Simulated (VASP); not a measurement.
The system is C.

```
CELL_PARAMETERS angstrom
-1.19521 1.19521 1.19521
1.19521 -1.19521 1.19521
1.19521 1.19521 -1.19521
ATOMIC_POSITIONS crystal
C 0.00000 0.00000 0.00000
```

Base run:

| Quantity | Value |
| --- | --- |
| Program | VASP 6.6.1 |
| Functional | RPBE |
| Potentials or basis | VASP PAW PBE potentials, release 64 (C) |
| Cutoff | 520 eV |
| k mesh | 21 × 21 × 21 |
| Occupations | fermi-dirac, width 0.1 eV |
| Spin | no spin polarisation |

Its results: band gap on the k mesh zero (band 2 reaches 17.25 eV, above the bottom of band 3 at 3.39 eV); pressure -0.4 GPa.

Problem. The run is repeated on the same cell with these changes: k mesh from 21 × 21 × 21 to 18 × 18 × 18. What comes out?

Solution. Band gap on the k mesh zero (band 2 reaches 17.25 eV, above the bottom of band 3 at 3.39 eV); pressure 0.0 GPa.

Caveats: the PAW data sets were made with another functional, which shifts forces and pressure a little.
